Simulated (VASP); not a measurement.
# LuPbBr5 (Immm) in VASP: single point with PBEsol

Aim: the single point of LuPbBr5 with PBEsol.

All numbers are computed with VASP 6.6.1; they aren't measurements. Logs are shortened: lines on timing, memory, paths and dates and some standing lists are left out, and cuts for length are marked.

## Step 1: The cell of the first run

It takes space group Immm (No. 71, orthorhombic). The conventional cell has a = 5.308 Å, b = 8.917 Å, c = 11.195 Å, α = 90.00°, β = 90.00°, γ = 90.00°. Within 3.5 Å of Lu (site symmetry mmm) lie 6 Br at 2.65 to 2.74 Å. Pb (site symmetry mmm) has 6 Br at 2.91 to 3.16 Å within 3.8 Å. Within 3.6 Å of Br (site symmetry m2m) lie 1 Lu at 2.74 Å and 2 Pb at 3.16 Å and 1 Br at 3.43 Å. Within 3.5 Å of Br (site symmetry mm2) lie 1 Lu at 2.69 Å and 1 Pb at 2.91 Å. Br (site symmetry mmm) has 2 Lu at 2.65 Å within 3.5 Å.

## Step 2: Single point, PBEsol

INCAR

```
ALGO = Normal
EDIFF = 1E-7
ENCUT = 520
GGA = PS
ISIF = 2
ISMEAR = -1
LASPH = True
LCHARG = False
LREAL = False
LWAVE = False
NBANDS = 46
NELM = 60
PREC = Accurate
SIGMA = 0.03
```

KPOINTS

```
k-points
0
Gamma
  6 6 6
```

POSCAR

```
LuPbBr5
1.0
   -2.6541653766      4.4582601695      5.5972515265
    2.6541653766     -4.4582601695      5.5972515265
    2.6541653766      4.4582601695     -5.5972515265
Lu Pb Br
1 1 5
Direct
    0.5000000000      0.5000000000      0.0000000000
    0.0000000000      0.0000000000      0.0000000000
    0.8074962170      0.5000000000      0.3074962170
    0.1925037830      0.5000000000      0.6925037830
    0.2595758962      0.2595758962      0.0000000000
    0.7404241038      0.7404241038      0.0000000000
    0.5000000000      0.0000000000      0.5000000000
```

Potentials or basis: VASP PAW PBE potentials, release 64 (Lu, Pb_d, Br).

Started as:

```
$ cat potpaw_PBE.64/Lu/POTCAR potpaw_PBE.64/Pb_d/POTCAR potpaw_PBE.64/Br/POTCAR > POTCAR
$ mpirun -np 1 vasp_std > vasp.out
```

OUTCAR:

```text
EDIFF = 1E-7
   ENCUT = 520
   GGA = PS
   ISIF = 2
   ISMEAR = -1
   LASPH = True
   LREAL = False
   NELM = 60
   PREC = Accurate

 ion  position               nearest neighbor table
   1  0.500  0.500  0.000-   7 2.65   7 2.65   5 2.69   6 2.69   3 2.74   4 2.74
   2  0.000  0.000  0.000-   5 2.91   6 2.91   4 3.16   3 3.16   4 3.16   3 3.16
   3  0.807  0.500  0.307-   1 2.74   2 3.16   2 3.16
   4  0.193  0.500  0.693-   1 2.74   2 3.16   2 3.16
   5  0.260  0.260  0.000-   1 2.69   2 2.91
   6  0.740  0.740  0.000-   1 2.69   2 2.91
   7  0.500  0.000  0.500-   1 2.65   1 2.65

  LATTYP: Found a body centered orthorhombic cell.
 ALAT       =     5.3083307532
 B/A-ratio  =     1.6797220734
 C/A-ratio  =     2.1088556033

  Lattice vectors:

 A1 = (  -2.6541653766,   4.4582601695,   5.5972515265)
 A2 = (   2.6541653766,  -4.4582601695,   5.5972515265)
 A3 = (   2.6541653766,   4.4582601695,  -5.5972515265)

Analysis of symmetry for initial positions (statically):
=====================================================================
 Subroutine PRICEL returns:
 Original cell was already a primitive cell.

 Routine SETGRP: Setting up the symmetry group for a
 body centered orthorhombic supercell.

 Subroutine GETGRP returns: Found  8 space group operations
 (whereof  8 operations were pure point group operations)
 out of a pool of  8 trial point group operations.

The static configuration has the point symmetry D_2h.

Analysis of symmetry for dynamics (positions and initial velocities):
=====================================================================
 Subroutine PRICEL returns:
 Original cell was already a primitive cell.

 Routine SETGRP: Setting up the symmetry group for a
 body centered orthorhombic supercell.

 Subroutine GETGRP returns: Found  8 space group operations
 (whereof  8 operations were pure point group operations)
 out of a pool of  8 trial point group operations.

The dynamic configuration has the point symmetry D_2h.

 Subroutine INISYM returns: Found  8 space group operations
 (whereof  8 operations are pure point group operations),
 and found     1 'primitive' translations

----------------------------------------------------------------------------------------

                                     Primitive cell

  volume of cell :     264.9282

  direct lattice vectors                    reciprocal lattice vectors
    -2.654165377  4.458260169  5.597251527     0.000000000  0.112151373  0.089329557
     2.654165377 -4.458260169  5.597251527     0.188383137  0.000000000  0.089329557
     2.654165377  4.458260169 -5.597251527     0.188383137  0.112151373  0.000000000

  length of vectors
     7.632162357  7.632162357  7.632162357     0.143379567  0.208489751  0.219239907

  position of ions in fractional coordinates (direct lattice)
     0.500000000  0.500000000  0.000000000
     0.000000000  0.000000000  0.000000000
     0.807496217  0.500000000  0.307496217
     0.192503783  0.500000000  0.692503783
     0.259575896  0.259575896  0.000000000
     0.740424104  0.740424104  0.000000000
     0.500000000  0.000000000  0.500000000

  ion indices of the primitive-cell ions
   primitive index   ion index
                 1           1
                 2           2
                 3           3
                 4           4
                 5           5
                 6           6
                 7           7

----------------------------------------------------------------------------------------

 KPOINTS: k-points

Automatic generation of k-mesh.
 Grid dimensions read from file:
 generate k-points for:    6    6    6

 Generating k-lattice:

  Cartesian coordinates                     Fractional coordinates (reciprocal lattice)
     0.000000000  0.018691896  0.014888260     0.166666667  0.000000000 -0.000000000
     0.031397190  0.000000000  0.014888260     0.000000000  0.166666667 -0.000000000
     0.031397190  0.018691896  0.000000000     0.000000000  0.000000000  0.166666667

  Length of vectors
     0.023896595  0.034748292  0.036539985

  Shift w.r.t. Gamma in fractional coordinates (k-lattice)
     0.000000000  0.000000000  0.000000000

 Subroutine IBZKPT returns following result:
 ===========================================

 Found     46 irreducible k-points:

 Following reciprocal coordinates:
            Coordinates               Weight
  0.000000  0.000000  0.000000      1.000000
  0.166667  0.000000 -0.000000      4.000000
  0.333333  0.000000 -0.000000      4.000000
  0.500000  0.000000 -0.000000      2.000000
  0.000000  0.166667 -0.000000      4.000000
  0.166667  0.166667 -0.000000      8.000000
[... 16 lines left out ...]
 -0.166667  0.166667  0.166667      2.000000
  0.166667  0.333333  0.166667      4.000000
 [... further k-points ...]
   k-points           NKPTS =     46   k-points in BZ     NKDIM =     46   number of bands    NBANDS=     46
   number of dos      NEDOS =    301   number of ions     NIONS =      7
   total plane-waves  NPLWV = 216000
   dimension x,y,z NGX =    60 NGY =   60 NGZ =   60
   dimension x,y,z NGXF=   120 NGYF=  120 NGZF=  120
   ions per type =               1   1   5
   NGX,Y,Z   is equivalent  to a cutoff of  13.07, 13.07, 13.07 a.u.
   NGXF,Y,Z  is equivalent  to a cutoff of  26.14, 26.14, 26.14 a.u.
 SYSTEM =  unknown system
   PREC   = accura    normal or accurate (medium, high low for compatibility)
   ISTART =      0    job   : 0-new  1-cont  2-samecut
   ICHARG =      2    charge: 1-file 2-atom 10-const
   ISPIN  =      1    spin polarized calculation?
   LNONCOLLINEAR =      F non collinear calculations
   LSORBIT =      F    spin-orbit coupling
   LASPH  =      T    aspherical Exc in radial PAW
   ENCUT  =  520.0 eV  38.22 Ry    6.18 a.u.  14.19 14.19 14.19*2*pi/ulx,y,z
   NELM   =     60;   NELMIN=  2; NELMDL= -5     # of ELM steps
   EDIFF  = 0.1E-06   stopping-criterion for ELM
   LREAL  =      F    real-space projection
   EDIFFG = 0.1E-05   stopping-criterion for IOM
   NSW    =      0    number of steps for IOM
   IBRION =     -1    ionic relax: 0-MD 1-quasi-New 2-CG
   NFREE  =      0    steps in history (QN), initial steepest desc. (CG)
   ISIF   =      2    stress and relaxation
   ISYM   =      2    0-nonsym 1-usesym 2-fastsym
   POTIM  = 0.5000    time-step for ionic-motion
   TEBEG  =    0.0;   TEEND  =   0.0 temperature during run
   PSTRESS=    0.0 pullay stress
   NELECT =      74.0000    total number of electrons
   NUPDOWN=      -1.0000    fix difference up-down
   EMIN   =  10.00;   EMAX   =-10.00  energy-range for DOS
   EFERMI =   0.00;   METHOD = LEGACY
   ISMEAR =    -1;   SIGMA  =   0.03  broadening in eV -4-tet -1-fermi 0-gaus
   EFERMI_NEDOS =   21; number of points for ismear=-14 and -15
   IALGO  =     38    algorithm
   IMIX   =      4    mixing-type and parameters
     AMIX     =   0.40;   BMIX     =  1.00
     AMIX_MAG =   1.60;   BMIX_MAG =  1.00
  volume/ion in A,a.u.               =      37.85       255.40
  Fermi-wavevector in a.u.,A,eV,Ry     =   1.070145  2.022281 15.581535  1.145211
  Thomas-Fermi vector in A             =   2.205846
   LORBIT       =      0    0 simple, 1 ext, 2 COOP (PROOUT), +10 PAW based schemes
   GGA     = PS    functional components
   LHFCALC =     F    Hartree Fock is set to
   AEXX    =    0.0000 exact exchange contribution
   IVDW    =     0    specifies the selected vdW correction
   LEPSILON=     F    determine dielectric tensor
   LRPA    =     F    only Hartree local field effects (RPA)
 non-spin polarized calculation
  energy-cutoff  :      520.00
  volume of cell :      264.93
 maximum number of plane-waves:      7169
 NGX is ok and might be reduce to    60
   NGX = 29   NGY = 29   NGZ = 29

 number of electron      74.0000000 magnetization

 Free energy of the ion-electron system (eV)
  ---------------------------------------------------
  ext. energy  EPLUGINS =         0.00000000
  ---------------------------------------------------
  free energy    TOTEN  =       -27.27849613 eV

  energy without entropy =      -27.27849613  energy(sigma->0) =      -27.27849613

 E-fermi :   0.0171     XC(G=0):  -7.7437

 val. band max:       -0.8009540689   @ k =   0.5000   0.5000  -0.0000
 cond. band min:       1.5923291404   @ k =   0.5000   0.0000  -0.0000
 fundamental gap:      2.3932832093
 Fermi energy:         0.0171091850

 k-point     1 :       0.0000    0.0000    0.0000
  band No.  band energies     occupation
      1     -55.7612      2.00000
      2     -26.5476      2.00000
      3     -26.4555      2.00000
      4     -26.4396      2.00000
      5     -16.8247      2.00000
      6     -16.7928      2.00000
[... 38 lines left out ...]
     45       4.8618      0.00000
     46       5.3691      0.00000

 k-point     2 :       0.1667    0.0000   -0.0000
  band No.  band energies     occupation
      1     -55.7612      2.00000
      2     -26.5476      2.00000
      3     -26.4555      2.00000
      4     -26.4396      2.00000
      5     -16.8246      2.00000
      6     -16.7928      2.00000
[... 38 lines left out ...]
     45       5.0882      0.00000
     46       5.6216      0.00000

 k-point     3 :       0.3333    0.0000   -0.0000
  band No.  band energies     occupation
      1     -55.7612      2.00000
      2     -26.5476      2.00000
      3     -26.4555      2.00000
      4     -26.4396      2.00000
      5     -16.8245      2.00000
      6     -16.7928      2.00000
[... 38 lines left out ...]
     45       5.6553      0.00000
     46       6.2741      0.00000

 k-point     4 :       0.5000    0.0000   -0.0000
  band No.  band energies     occupation
      1     -55.7612      2.00000
      2     -26.5477      2.00000
      3     -26.4555      2.00000
      4     -26.4396      2.00000
      5     -16.8244      2.00000
      6     -16.7928      2.00000
[... 920 lines left out ...]
     45       6.6877      0.00000
     46       6.9970      0.00000

 k-point    23 :      -0.1667    0.1667    0.1667
  band No.  band energies     occupation
      1     -55.7612      2.00000
      2     -26.5617      2.00000
      3     -26.4551      2.00000
      4     -26.4392      2.00000
      5     -16.8236      2.00000
      6     -16.8127      2.00000
[... 38 lines left out ...]
     45       5.9386      0.00000
     46       6.7549      0.00000

 k-point    24 :       0.1667    0.3333    0.1667
  band No.  band energies     occupation
      1     -55.7612      2.00000
      2     -26.5664      2.00000
      3     -26.4550      2.00000
      4     -26.4391      2.00000
      5     -16.8230      2.00000
      6     -16.8199      2.00000
[... 38 lines left out ...]
     45       6.5633      0.00000
     46       6.6345      0.00000

 [... further k-points ...]
[... 5 lines left out ...]
  --------------------------------------------------------------------------------------
  -------------------------------------------------------------------------------------
  Total        0.1803568      0.0510807      0.0788577      0.0000000      0.0000000      0.0000000
  in kB        1.0907242      0.3089149      0.4768989      0.0000000      0.0000000      0.0000000
  external PRESSURE =       0.6255127 kB  Pullay stress =       0.0000000 kB

 VOLUME and BASIS-vectors are now :
 -----------------------------------------------------------------------------
  energy-cutoff  :      520.00
  volume of cell :      264.93
      direct lattice vectors                 reciprocal lattice vectors
    -2.654165377  4.458260169  5.597251527     0.000000000  0.112151373  0.089329557
     2.654165377 -4.458260169  5.597251527     0.188383137  0.000000000  0.089329557
     2.654165377  4.458260169 -5.597251527     0.188383137  0.112151373  0.000000000

 POSITION                                       TOTAL-FORCE (eV/Angst)
 -----------------------------------------------------------------------------------
      0.00000      0.00000      5.59725        -0.000000     -0.000000     -0.000000
      0.00000      0.00000      0.00000        -0.000000     -0.000000      0.000000
      0.00000      2.74180      5.59725         0.000000      0.018783      0.000000
      2.65417      1.71646      0.00000        -0.000000     -0.018783      0.000000
      0.00000      0.00000      2.90582         0.000000     -0.000000     -0.019892
      0.00000      0.00000      8.28868         0.000000     -0.000000      0.019892
      0.00000      4.45826      0.00000        -0.000000     -0.000000      0.000000
 -----------------------------------------------------------------------------------
    total drift:                               -0.000000     -0.000000      0.000000

  FREE ENERGIE OF THE ION-ELECTRON SYSTEM (eV)
  ---------------------------------------------------
  free  energy   TOTEN  =       -27.2784961261 eV

  energy  without entropy=      -27.2784961261  energy(sigma->0) =      -27.27849613
```

It took 19 min on 1 thread of Intel Xeon 8259CL, shared host; peak memory 0.86 GiB.

What came out:

* Free energy: -27.2785 eV
* Pressure: 0.1 GPa
* Largest force: 0.020 eV/Å
* Band gap on the k mesh: 2.39 eV (least direct gap 2.60 eV)

Forces on the atoms (eV/Å):
```
Lu   0.000  0.000  0.000
Pb   0.000  0.000  0.000
Br   0.000  0.019  0.000
Br   0.000 -0.019  0.000
Br   0.000  0.000 -0.020
Br   0.000  0.000  0.020
Br   0.000  0.000  0.000
```

Caveat: the PAW data sets were made with another functional, which shifts forces and pressure a little; spin-orbit coupling is left out, which moves the levels of the heavy elements. A k mesh can miss the band edges.
